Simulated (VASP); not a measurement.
Write the native input for VASP 6.6.1 that does the following.

| Property | Result |
| --- | --- |
| Task | single point |
| Functional | PBEsol |
| Potentials or basis | VASP PAW PBE potentials, release 64 (Co) |
| Cutoff | 520 eV |
| k mesh | 14 × 14 × 8 |
| Occupations | fermi-dirac, width 0.05 eV |
| Spin | collinear spin, ferromagnetic start |
| Starting moments | [3.2, 3.2] μB |
| Dipole correction | no |
| Further INCAR settings | ALGO = Normal; EDIFF = 1e-06; NBANDS = 20 |

The structure of Co lies in POSCAR:

```
Co
1.0
    2.5074000000      0.0000000000      0.0000000000
   -1.2537000000      2.1714720000      0.0000000000
    0.0000000000      0.0000000000      4.0699000000
Co
2
Direct
    0.3333333333      0.6666666667      0.2500000000
    0.6666666667      0.3333333333      0.7500000000
```

These files were run (other wordings do the same):

INCAR

```
SYSTEM = Co
PREC = Accurate
ENCUT = 520
EDIFF = 1E-6
ISMEAR = -1
SIGMA = 0.05
LREAL = .False.
LASPH = .True.
NELM = 150
ALGO = Normal
ISIF = 2
LWAVE = .False.
LCHARG = .False.
ISPIN = 2
MAGMOM = 3.2 3.2
LORBIT = 11
LMAXMIX = 4
GGA = PS
NBANDS = 20
```

KPOINTS

```
Automatic mesh
0
Gamma
  14 14 8
  0 0 0
```

Potentials or basis: VASP PAW PBE potentials, release 64 (Co).

Command:

```console
$ cat potpaw_PBE.64/Co/POTCAR > POTCAR
$ mpirun -np 1 vasp_std > vasp.out
```

Results of the run:

| Item | Value |
| --- | --- |
| Pressure | -14.6 GPa |
| Net moment | 3.20 μB per cell |
| Site moments | Co +1.62 μB |
| Valence electrons inside the program's atomic spheres | Co 8.23 |

Caveat: the PAW data sets were made with another functional, which shifts forces and pressure a little.

It took 72 s on 1 thread of AMD EPYC 7R13 Processor (Zen 3), with other jobs on the host, peak memory 0.16 GiB.
